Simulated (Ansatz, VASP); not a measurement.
**One calculation of FeSi, two programs**

```xyz
8
Lattice="4.4921 0.0000 0.0000 0.0000 4.4921 0.0000 0.0000 0.0000 4.4921" Properties=species:S:1:pos:R:3 pbc="T T T"
Fe    0.6109    0.6109    0.6109
Fe    1.6351    3.8812    2.8570
Fe    2.8570    1.6351    3.8812
Fe    3.8812    2.8570    1.6351
Si    3.7767    3.7767    3.7767
Si    2.9615    0.7154    1.5306
Si    1.5306    2.9615    0.7154
Si    0.7154    1.5306    2.9615
```

Alike in both runs: task single point; functional PBE; k mesh 6 × 6 × 6; no spin polarisation.

|  | VASP | Ansatz |
| --- | --- | --- |
| version | VASP 6.6.1 | Ansatz 0.2.0 |
| potentials or method | VASP PAW PBE potentials, release 64 (Fe, Si) | plane waves, PAW |
| plane-wave cutoff (eV) | 520 | 420 |
| occupations | gaussian, width 0.01 eV | fixed |
| valence electrons in the cell | 48 | 80 |

Ansatz gave:

```
gap on the k mesh at the Fermi level (eV) : 0.17
pressure (GPa)                            : -6.4
rms of the force components (eV/Å)        : 0.053
```

Problem. Estimate VASP's values.

Solution. gap on the k mesh at the Fermi level (eV): 0.17; pressure (GPa): -6.3; rms of the force components (eV/Å): 0.041.

Atom by atom the forces differ by 0.013 eV/Å (rms over components). VASP's potentials hold 48 valence electrons a cell and Ansatz's 80, so a difference there can come from the potentials and not from the codes.
